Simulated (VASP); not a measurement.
# Ag in VASP: further runs, part 2 of 2

VASP 6.6.1. Earlier steps stand in the parts before.

## 3. Electric field gradients, PBE (atom 2 (Ag) moved by [0.12, 0.0, 0.0] A)

Contents of INCAR:

```
ALGO = Normal
EDIFF = 1E-8
ENCUT = 520
GGA = PE
ISIF = 2
ISMEAR = -1
LASPH = T
LCHARG = F
LEFG = T
LREAL = F
LWAVE = F
NBANDS = 18
NELM = 100
PREC = Accurate
SIGMA = 0.05
```

Contents of KPOINTS:

```
k-points
0
Gamma
  14 14 8
```

Contents of POSCAR:

```
Ag
1.0
    2.9299980804      0.0000000000      0.0000000000
   -1.4649990402      2.5374527707      0.0000000000
    0.0000000000      0.0000000000      4.7900000000
Ag
2
Direct
    0.3333333333      0.6666666667      0.2500000000
    0.7076223249      0.3333333333      0.7500000000
```

Potentials or basis: VASP PAW PBE potentials, release 64 (Ag).

Started as:

```sh
cat potpaw_PBE.64/Ag/POTCAR > POTCAR
mpirun -np 1 vasp_std > vasp.out
```

OUTCAR:

```text
EDIFF = 1E-8
   ENCUT = 520
   GGA = PE
   ISIF = 2
   ISMEAR = -1
   LASPH = T
   LREAL = F
   NELM = 100
   PREC = Accurate

 ion  position               nearest neighbor table
   1  0.333  0.667  0.250-   2 2.87   2 2.87   2 2.93   2 2.93   2 2.99   2 2.99
   2  0.708  0.333  0.750-   1 2.87   1 2.87   1 2.93   1 2.93   1 2.99   1 2.99

  LATTYP: Found a hexagonal cell.
 ALAT       =     2.9299980804
 C/A-ratio  =     1.6348133577

  Lattice vectors:

 A1 = (   2.9299980804,   0.0000000000,   0.0000000000)
 A2 = (  -1.4649990402,   2.5374527707,   0.0000000000)
 A3 = (   0.0000000000,   0.0000000000,   4.7900000000)

Analysis of symmetry for initial positions (statically):
=====================================================================
 Subroutine PRICEL returns:
 Original cell was already a primitive cell.

 Routine SETGRP: Setting up the symmetry group for a
[... 695 lines left out ...]
  energy-cutoff  :      520.00
  volume of cell :       35.61
      direct lattice vectors                 reciprocal lattice vectors
     2.929998080  0.000000000  0.000000000     0.341297152  0.197048003  0.000000000
    -1.464999040  2.537452771  0.000000000     0.000000000  0.394096005  0.000000000
     0.000000000  0.000000000  4.790000000     0.000000000  0.000000000  0.208768267

 POSITION                                       TOTAL-FORCE (eV/Angst)
 -----------------------------------------------------------------------------------
     -0.00000      1.69164      1.19750         0.102651      0.016533     -0.000000
      1.58500      0.84582      3.59250        -0.102651     -0.016533      0.000000
 -----------------------------------------------------------------------------------
    total drift:                               -0.000001     -0.000000     -0.000000

  FREE ENERGIE OF THE ION-ELECTRON SYSTEM (eV)
  ---------------------------------------------------
  free  energy   TOTEN  =        -5.4221782812 eV

  energy  without entropy=       -5.4180765157  energy(sigma->0) =       -5.42012740

 Electric field gradients (V/A^2)
---------------------------------------------------------------------
 ion       V_xx      V_yy      V_zz      V_xy      V_xz      V_yz
---------------------------------------------------------------------
   1      -1.689    -1.796     3.485    -1.361     0.000     0.000
   2      -1.689    -1.796     3.485    -1.361     0.000     0.000
---------------------------------------------------------------------

 Electric field gradients after diagonalization (V/A^2)
 (convention: |V_zz| > |V_xx| > |V_yy|)
----------------------------------------------------------------------
 ion       V_xx      V_yy      V_zz     asymmetry (V_yy - V_xx)/ V_zz
----------------------------------------------------------------------
   1      -3.104    -0.381     3.485       0.782
   2      -3.104    -0.381     3.485       0.782
----------------------------------------------------------------------

           NMR quadrupolar parameters

 Cq : quadrupolar parameter    Cq=e*Q*V_zz/h
 eta: asymmetry parameters     (V_yy - V_xx)/ V_zz
 Q  : nuclear electric quadrupole moment in mb (millibarn)
----------------------------------------------------------------------
 ion       Cq(MHz)       eta       Q (mb)
----------------------------------------------------------------------
   1       0.008       0.782       1.000
   2       0.008       0.782       1.000
----------------------------------------------------------------------
```

OSZICAR:

```text
N       E                     dE             d eps       ncg     rms          rms(c)
DAV:   1     0.125409430109E+03    0.12541E+03   -0.11735E+04 18016   0.121E+03
DAV:   2    -0.383342995801E+01   -0.12924E+03   -0.12271E+03 18576   0.267E+02
DAV:   3    -0.589094898448E+01   -0.20575E+01   -0.20503E+01 20562   0.379E+01
DAV:   4    -0.589716137657E+01   -0.62124E-02   -0.62119E-02 19908   0.205E+00
DAV:   5    -0.589721299041E+01   -0.51614E-04   -0.51612E-04 19608   0.199E-01    0.661E+00
DAV:   6    -0.544006027209E+01    0.45715E+00   -0.11523E+00 18676   0.114E+01    0.438E+00
DAV:   7    -0.542707895586E+01    0.12981E-01   -0.14002E-02 19184   0.110E+00    0.250E+00
DAV:   8    -0.542215031394E+01    0.49286E-02   -0.11297E-03 18744   0.276E-01    0.106E-01
DAV:   9    -0.542216672082E+01   -0.16407E-04   -0.16919E-05 20426   0.301E-02    0.384E-02
DAV:  10    -0.542217869637E+01   -0.11976E-04   -0.80554E-06 19574   0.263E-02    0.363E-03
DAV:  11    -0.542217833546E+01    0.36090E-06   -0.98742E-08 19816   0.268E-03    0.104E-03
DAV:  12    -0.542217826907E+01    0.66398E-07   -0.99239E-09 15256   0.791E-04    0.215E-04
DAV:  13    -0.542217828028E+01   -0.11214E-07   -0.48613E-10  9676   0.205E-04    0.317E-05
DAV:  14    -0.542217828119E+01   -0.91450E-09   -0.88511E-11  9414   0.724E-05
   1 F= -.54221783E+01 E0= -.54201274E+01  d E =-.410177E-02
```

Run time: 3.4 min. Hardware: 1 thread of Intel Xeon Platinum 8259CL at 2.50GHz (Skylake/Cascade Lake), shared host; peak memory 0.37 GiB.

Results:

```yaml
Free_energy: -5.4222 eV
Pressure: 0.5 GPa
Largest_force: 0.104 eV/Å
Band_gap_on_the_k_mesh: zero (bands 11 and 12 overlap by 6.97 eV)
Largest_electric_field_gradient_by_atom: Ag +3.5 V/Å²
```

Forces on the atoms (eV/Å):
```
Ag   0.103  0.017  0.000
Ag  -0.103 -0.017  0.000
```

Stress tensor (GPa, compression positive):
```
0.47 0.55 0.00
0.55 0.49 0.00
0.00 0.00 0.39
```

Levels at points of the mesh, in eV from the Fermi level:
```
           k point  band 7  band 8  band 9  band 10  band 11  band 12  band 13  band 14  band 15  band 16
(0.00, 0.00, 0.00)   -4.27   -4.12   -3.86    -3.19    -2.95    -0.27     3.38    15.52    17.41    17.56
(0.50, 0.00, 0.00)   -3.87   -2.96   -2.92    -2.78     0.32     1.31     7.00     7.38     8.72     9.79
(0.00, 0.50, 0.00)   -3.69   -2.93   -2.92    -2.81     0.15     1.48     6.72     6.99     9.04    10.14
(0.50, 0.50, 0.00)   -3.52   -2.91   -2.87    -2.84    -0.02     1.64     6.45     6.62     9.35    10.47
(0.00, 0.00, 0.50)   -4.37   -4.37   -3.39    -3.39    -3.32    -3.32    10.83    10.83    15.92    15.92
(0.50, 0.00, 0.50)   -2.98   -2.98   -2.86    -2.86     0.71     0.71     4.51     4.51    13.26    13.26
(0.00, 0.50, 0.50)   -3.08   -3.08   -2.85    -2.85     0.84     0.84     4.37     4.37    13.17    13.17
(0.50, 0.50, 0.50)   -3.22   -3.22   -2.85    -2.85     0.99     0.99     4.21     4.21    13.28    13.28
```

Electric field gradients, principal values (V/Å²):
```tsv
atom	least	middle	greatest (by size)
1 Ag	-0.381	-3.104	3.485
2 Ag	-0.381	-3.104	3.485
```

Caveat: the cell differs from its parent crystal (atom 2 (Ag) moved by [0.12, 0.0, 0.0] A); without QUAD_EFG the Cq values of the log hold for a quadrupole moment of 1 mb, not for the nuclei.

## 4. Electric field gradients, LDA

Contents of INCAR:

```
SYSTEM = Ag
PREC = Accurate ; ENCUT = 520
EDIFF = 1E-8 ; ISMEAR = -1
SIGMA = 0.05 ; LREAL = .False.
LASPH = .True. ; NELM = 60
ALGO = Normal ; ISIF = 2
LWAVE = .False. ; LCHARG = .False.
GGA = CA ; LEFG = .True.
NBANDS = 18
```

Contents of KPOINTS:

```
Automatic mesh
0
Gamma
  14 14 8
  0 0 0
```

POSCAR: that of step 3 with these lines changed.

```diff
@@ -9,2 +9,2 @@
     0.3333333333      0.6666666667      0.2500000000
-    0.7076223249      0.3333333333      0.7500000000
+    0.6666666667      0.3333333333      0.7500000000
```

Potentials or basis: VASP PAW LDA potentials, release 64 (Ag).

Started as:

```sh
cat potpaw_LDA.64/Ag/POTCAR > POTCAR
mpirun -np 1 vasp_std > vasp.out
```

OUTCAR:

```text
SYSTEM = Ag
   PREC = Accurate
   ENCUT = 520
   EDIFF = 1E-8
   ISMEAR = -1
   LREAL = .False.
   LASPH = .True.
   NELM = 60
   ISIF = 2
   GGA = CA

 ion  position               nearest neighbor table
   1  0.333  0.667  0.250-   2 2.93   2 2.93   2 2.93   2 2.93   2 2.93   2 2.93
   2  0.667  0.333  0.750-   1 2.93   1 2.93   1 2.93   1 2.93   1 2.93   1 2.93

  LATTYP: Found a hexagonal cell.
 ALAT       =     2.9299980804
 C/A-ratio  =     1.6348133577

  Lattice vectors:

 A1 = (   2.9299980804,   0.0000000000,   0.0000000000)
 A2 = (  -1.4649990402,   2.5374527707,   0.0000000000)
[... 719 lines left out ...]
  free  energy   TOTEN  =        -7.4238357199 eV

  energy  without entropy=       -7.4198951641  energy(sigma->0) =       -7.42186544

 Electric field gradients (V/A^2)
---------------------------------------------------------------------
 ion       V_xx      V_yy      V_zz      V_xy      V_xz      V_yz
---------------------------------------------------------------------
   1      -1.978    -1.979     3.957    -0.001     0.000    -0.000
   2      -1.978    -1.979     3.957    -0.001    -0.000     0.000
---------------------------------------------------------------------

 Electric field gradients after diagonalization (V/A^2)
 (convention: |V_zz| > |V_xx| > |V_yy|)
----------------------------------------------------------------------
 ion       V_xx      V_yy      V_zz     asymmetry (V_yy - V_xx)/ V_zz
----------------------------------------------------------------------
   1      -1.980    -1.978     3.957       0.000
   2      -1.980    -1.978     3.957       0.000
----------------------------------------------------------------------

           NMR quadrupolar parameters

 Cq : quadrupolar parameter    Cq=e*Q*V_zz/h
 eta: asymmetry parameters     (V_yy - V_xx)/ V_zz
 Q  : nuclear electric quadrupole moment in mb (millibarn)
----------------------------------------------------------------------
 ion       Cq(MHz)       eta       Q (mb)
----------------------------------------------------------------------
   1       0.010       0.000       1.000
   2       0.010       0.000       1.000
----------------------------------------------------------------------
```

stdout:

```text
POSCAR found type information on POSCAR Ag
 POSCAR found :  1 types and       2 ions
 scaLAPACK will be used
 LDA part: xc-table for (Slater(with rela. corr.)+CA(PZ))
 , standard interpolation
 POSCAR, INCAR and KPOINTS ok, starting setup
 FFT: planning ... GRIDC
 FFT: planning ... GRID_SOFT
 FFT: planning ... GRID
 WAVECAR not read
 entering main loop
ion   1

ion   2
```

It took 62 s on 1 thread of Intel Xeon 8259CL, shared host; peak memory 0.18 GiB.

What came out:

```
Free energy                             : -7.4238 eV
Pressure                                : -10.4 GPa
Band gap on the k mesh                  : zero (bands 11 and 12 overlap by 6.87 eV)
Largest electric field gradient by atom : Ag +4.0 V/Å²
```

Stress tensor (GPa, compression positive):
```
-10.32   0.00   0.00
  0.00 -10.32   0.00
  0.00   0.00 -10.69
```

Levels at points of the mesh, in eV from the Fermi level:
| k point | band 9 | band 10 | band 11 | band 12 | band 13 | band 14 |
| --- | --- | --- | --- | --- | --- | --- |
| (0.00, 0.00, 0.00) | -3.93 | -2.98 | -2.98 | -0.28 | 3.35 | 15.61 |
| (0.50, 0.00, 0.00) | -2.80 | -2.72 | 0.15 | 1.47 | 6.65 | 6.95 |
| (0.00, 0.00, 0.50) | -3.28 | -3.28 | -3.28 | -3.28 | 10.81 | 10.81 |
| (0.50, 0.00, 0.50) | -2.77 | -2.77 | 0.82 | 0.82 | 4.35 | 4.35 |

Electric field gradients, principal values (V/Å²):
| atom | least | middle | greatest (by size) |
| --- | --- | --- | --- |
| 1 Ag | -1.978 | -1.980 | 3.957 |
| 2 Ag | -1.978 | -1.980 | 3.957 |

Caveat: the cell stands under tension; without QUAD_EFG the Cq values of the log hold for a quadrupole moment of 1 mb, not for the nuclei.
